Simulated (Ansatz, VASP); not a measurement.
LaLu2N3 in VASP and in Ansatz

```xyz
6
Lattice="3.4022 0.0000 0.0000 0.0000 3.4022 0.0000 0.0000 0.0000 9.4772" Properties=species:S:1:pos:R:3 pbc="T T T"
La    0.0000    0.0000    0.0000
Lu    0.0000    1.7011    5.8739
Lu    1.7011    0.0000    3.6033
N     1.7011    1.7011    0.0000
N     0.0000    1.7011    3.6462
N     1.7011    0.0000    5.8310
```

Change from the starting cell: species swapped into the Zr2CuSb3 type (P-4m2, No. 115).

Alike in both runs: functional PBE; k mesh 12 × 12 × 4; occupations gaussian, width 0.1 eV; no spin polarisation.

Ansatz relaxed the structure, and its values are those at the end. VASP's run is a single point on that final structure, the one shown.

|  | VASP | Ansatz |
| --- | --- | --- |
| version | VASP 6.6.1 | Ansatz 0.2.0 |
| potentials or method | VASP PAW PBE potentials, release 64 (La, Lu, N), cutoff 520 eV | scalar-relativistic, plane waves, PAW |
| valence electrons in the cell | 76 | 76 |

```tsv
	VASP	Ansatz	Ansatz less VASP
gap on the k mesh at the Fermi level (eV)	none	none	-
pressure (GPa)	0.4	0.0	-0.40
rms of the force components (eV/Å)	0.031	0.001	-0.0293
```

A gap of «none» marks a metal or a gap that the smearing closes. The functional is the same, so the differences come from potentials, cutoffs and numerics.

Neither program's run includes spin-orbit coupling.
